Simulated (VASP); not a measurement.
# BiN (P-6m2) in VASP: a series of runs, part 2 of 2

VASP 6.6.1. Earlier steps stand in the parts before.

**5. Single point, PBEsol**

This run uses another cell than the first one, of 17.21 Å³/atom, 1.010 times its volume.

Input file INCAR:

```
PREC     = Accurate       # precision mode
ENCUT    = 520            # plane-wave cutoff, eV
EDIFF    = 1E-7           # SCF threshold, eV
ISMEAR   = 0              # smearing method
SIGMA    = 0.05           # smearing width, eV
LREAL    = False          # projectors in reciprocal space
LASPH    = True           # aspherical terms in the spheres
NELM     = 100            # most SCF steps
ALGO     = Normal         # electronic algorithm
ISIF     = 2              # what is computed and relaxed
LWAVE    = False          # write WAVECAR
LCHARG   = False          # write CHGCAR
GGA      = PS             # functional
NBANDS   = 17             # bands
```

Input file KPOINTS:

```
Automatic mesh
0
Gamma
  12 12 10
```

Input file POSCAR:

```
BiN
1.0
    3.4893699739      0.0000000000      0.0000000000
   -1.7446849870      3.0218830406      0.0000000000
    0.0000000000      0.0000000000      3.2651770091
Bi N
1 1
Direct
    0.0000000000      0.0000000000      0.0000000000
    0.6666666667      0.3333333333      0.5000000000
```

Launch:

```bash
$ cat potpaw_PBE.64/Bi_d/POTCAR potpaw_PBE.64/N/POTCAR > POTCAR
$ mpirun -np 1 vasp_std > vasp.out
```

It took 28 s on 1 thread of Intel Xeon 6975P-C (Granite Rapids), shared host; peak memory 0.19 GiB.

Results (log left out):

| Quantity | Value |
| --- | --- |
| Free energy | -11.1412 eV |
| Pressure | -4.6 GPa |
| Band gap on the k mesh | zero (band 10 reaches 9.05 eV, above the bottom of band 11 at 6.47 eV) |

Stress tensor (GPa, compression positive):
```
-4.41  0.00  0.00
 0.00 -4.41  0.00
 0.00  0.00 -4.99
```

Levels at points of the mesh, in eV from the Fermi level:
| k point | band 8 | band 9 | band 10 | band 11 | band 12 | band 13 |
| --- | --- | --- | --- | --- | --- | --- |
| (0.00, 0.00, 0.00) | -2.47 | -1.54 | -1.54 | 4.55 | 4.55 | 7.24 |
| (0.50, 0.00, 0.00) | -3.09 | -2.60 | -1.06 | 1.76 | 5.42 | 5.81 |
| (0.00, 0.00, 0.50) | -0.86 | -0.86 | -0.08 | 0.69 | 5.41 | 5.41 |
| (0.50, 0.00, 0.50) | -5.38 | -5.22 | -1.18 | 2.59 | 2.61 | 3.07 |

Caveat: the PAW data sets were made with another functional, which shifts forces and pressure a little; spin-orbit coupling is left out, which moves the levels of the heavy elements.

**6. Single point, LDA**

This run uses another cell than the first one, of 17.21 Å³/atom, 1.010 times its volume.

Input file INCAR:

```
SYSTEM = BiN
  ALGO = Normal
  EDIFF = 1E-6
  ENCUT = 520
  ISIF = 2
  ISMEAR = 0
  LASPH = .True.
  LCHARG = .True.
  LELF = .True.
  LREAL = .False.
  LVHAR = .True.
  LWAVE = .False.
  NBANDS = 17
  NELM = 80
  PREC = Accurate
  SIGMA = 0.05
```

Input file KPOINTS:

```
k-points
0
Gamma
  12 12 10
  0 0 0
```

POSCAR is that of step 5.

Potentials or basis: VASP PAW LDA potentials, release 64 (Bi_d, N).

Launch:

```bash
$ cat potpaw_LDA.64/Bi_d/POTCAR potpaw_LDA.64/N/POTCAR > POTCAR
$ mpirun -np 1 vasp_std > vasp.out
```

OUTCAR:

```text
SYSTEM = BiN
   EDIFF = 1E-6
   ENCUT = 520
   ISIF = 2
   ISMEAR = 0
   LASPH = .True.
   LREAL = .False.
   NELM = 80
   PREC = Accurate

 ion  position               nearest neighbor table
   1  0.000  0.000  0.000-   2 2.59   2 2.59   2 2.59   2 2.59   2 2.59   2 2.59
   2  0.667  0.333  0.500-   1 2.59   1 2.59   1 2.59   1 2.59   1 2.59   1 2.59

  LATTYP: Found a hexagonal cell.
 ALAT       =     3.4893699739
 C/A-ratio  =     0.9357497295

  Lattice vectors:

 A1 = (   3.4893699739,   0.0000000000,   0.0000000000)
 A2 = (  -1.7446849870,   3.0218830406,   0.0000000000)
 A3 = (   0.0000000000,   0.0000000000,   3.2651770091)

Analysis of symmetry for initial positions (statically):
=====================================================================
 Subroutine PRICEL returns:
 Original cell was already a primitive cell.

 Routine SETGRP: Setting up the symmetry group for a
 hexagonal supercell.

 Subroutine GETGRP returns: Found 12 space group operations
 (whereof 12 operations were pure point group operations)
 out of a pool of 24 trial point group operations.

The static configuration has the point symmetry D_3h.
[... 156 lines left out ...]
  ext. energy  EPLUGINS =         0.00000000
  ---------------------------------------------------
  free energy    TOTEN  =       -11.84480804 eV

  energy without entropy =      -11.84411015  energy(sigma->0) =      -11.84445909

 E-fermi :   8.1023     XC(G=0): -11.4805

 val. band max:        8.0777318669   @ k =   0.0833   0.0000   0.4000
 cond. band min:       8.1417346430   @ k =   0.2500   0.2500   0.4000
 fundamental gap:      0.0640027762
 Fermi energy:         8.1022531057

 k-point     1 :       0.0000    0.0000    0.0000
  band No.  band energies     occupation
      1     -14.9952      2.00000
      2     -14.8531      2.00000
      3     -14.8531      2.00000
      4     -14.6714      2.00000
      5     -14.6714      2.00000
      6      -7.8976      2.00000
[... 457 lines left out ...]
      4     -14.7367      2.00000
      5     -14.6924      2.00000
      6      -6.3184      2.00000
[... 9 lines left out ...]
     16      21.5819      0.00000
     17      22.3435      0.00000

 [... further k-points ...]
[... 5 lines left out ...]
  --------------------------------------------------------------------------------------
  -------------------------------------------------------------------------------------
  Total       -1.4604407     -1.4604407     -1.6839466      0.0000000      0.0000000      0.0000000
  in kB      -67.9615242    -67.9615242    -78.3623568      0.0000000      0.0000000      0.0000000
  external PRESSURE =     -71.4284684 kB  Pullay stress =       0.0000000 kB

 VOLUME and BASIS-vectors are now :
 -----------------------------------------------------------------------------
  energy-cutoff  :      520.00
  volume of cell :       34.43
      direct lattice vectors                 reciprocal lattice vectors
     3.489369974  0.000000000  0.000000000     0.286584686  0.165459746  0.000000000
    -1.744684987  3.021883041  0.000000000     0.000000000  0.330919492  0.000000000
     0.000000000  0.000000000  3.265177009     0.000000000  0.000000000  0.306262110

 POSITION                                       TOTAL-FORCE (eV/Angst)
 -----------------------------------------------------------------------------------
      0.00000      0.00000      0.00000         0.000000      0.000000      0.000000
      1.74468      1.00729      1.63259        -0.000000      0.000000      0.000000
 -----------------------------------------------------------------------------------
    total drift:                               -0.000000      0.000000      0.000000

  FREE ENERGIE OF THE ION-ELECTRON SYSTEM (eV)
  ---------------------------------------------------
  free  energy   TOTEN  =       -11.8448080358 eV

  energy  without entropy=      -11.8441101530  energy(sigma->0) =      -11.84445909
```

stdout:

```text
POSCAR found type information on POSCAR BiN
 POSCAR found :  2 types and       2 ions
 scaLAPACK will be used
 LDA part: xc-table for (Slater(with rela. corr.)+CA(PZ))
 , standard interpolation
 POSCAR, INCAR and KPOINTS ok, starting setup
 FFT: planning ... GRIDC
 FFT: planning ... GRID_SOFT
 FFT: planning ... GRID
 WAVECAR not read
 entering main loop
```

Run time: 31 s. Hardware: 1 thread of Intel Xeon 6975P-C (Granite Rapids), shared host; peak memory 0.18 GiB.

Results:

| Property | Result |
| --- | --- |
| Free energy | -11.8448 eV |
| Pressure | -7.1 GPa |
| Band gap on the k mesh | zero (band 10 reaches 8.95 eV, above the bottom of band 11 at 6.36 eV) |

Stress tensor (GPa, compression positive):
```
-6.80  0.00  0.00
 0.00 -6.80  0.00
 0.00  0.00 -7.84
```

Levels at points of the mesh, in eV from the Fermi level:
```csv
k point,band 7,band 8,band 9,band 10,band 11,band 12,band 13,band 14
"(0.00, 0.00, 0.00)",-7.54,-2.47,-1.54,-1.54,4.50,4.50,7.28,7.37
"(0.50, 0.00, 0.00)",-10.92,-3.09,-2.56,-1.06,1.76,5.36,5.76,7.04
"(0.00, 0.00, 0.50)",-12.04,-0.86,-0.86,-0.03,0.68,5.34,5.34,10.94
"(0.50, 0.00, 0.50)",-9.36,-5.38,-5.22,-1.17,2.57,2.58,3.06,8.53
```

Caveat: spin-orbit coupling is left out, which moves the levels of the heavy elements.

**7. The runs side by side**

```tsv
level	potentials or basis	cell	smearing	gap on the mesh (eV)	pressure (GPa)
PBE	VASP PAW PBE potentials, release 64 (Bi_d, N)	a = 3.489, b = 3.489, c = 3.233 Å, angles 90.0, 90.0, 120.0°, 2 atoms	gaussian 0.05 eV	none	1.4
PBE	VASP PAW PBE potentials, release 64 (Bi_d, N)	a = 3.489, b = 3.489, c = 3.265 Å, angles 90.0, 90.0, 120.0°, 2 atoms	gaussian 0.05 eV	none	0.0
PBE	VASP PAW PBE potentials, release 64 (Bi_d, N)	a = 3.489, b = 3.489, c = 3.265 Å, angles 90.0, 90.0, 120.0°, 2 atoms	tetrahedron	none	0.3
PBEsol	VASP PAW PBE potentials, release 64 (Bi_d, N)	a = 3.489, b = 3.489, c = 3.265 Å, angles 90.0, 90.0, 120.0°, 2 atoms	gaussian 0.05 eV	none	-4.6
LDA	VASP PAW LDA potentials, release 64 (Bi_d, N)	a = 3.489, b = 3.489, c = 3.265 Å, angles 90.0, 90.0, 120.0°, 2 atoms	gaussian 0.05 eV	none	-7.1
```

Alike in all rows: task single point; no spin polarisation; k mesh 12 × 12 × 10; cutoff (eV) 520.

Caveats: spin-orbit coupling is left out, which moves the levels of the heavy elements; the PAW data sets were made with another functional, which shifts forces and pressure a little (some runs).

Total energies depend on the potentials used, so only differences within one code and one set of settings carry meaning.
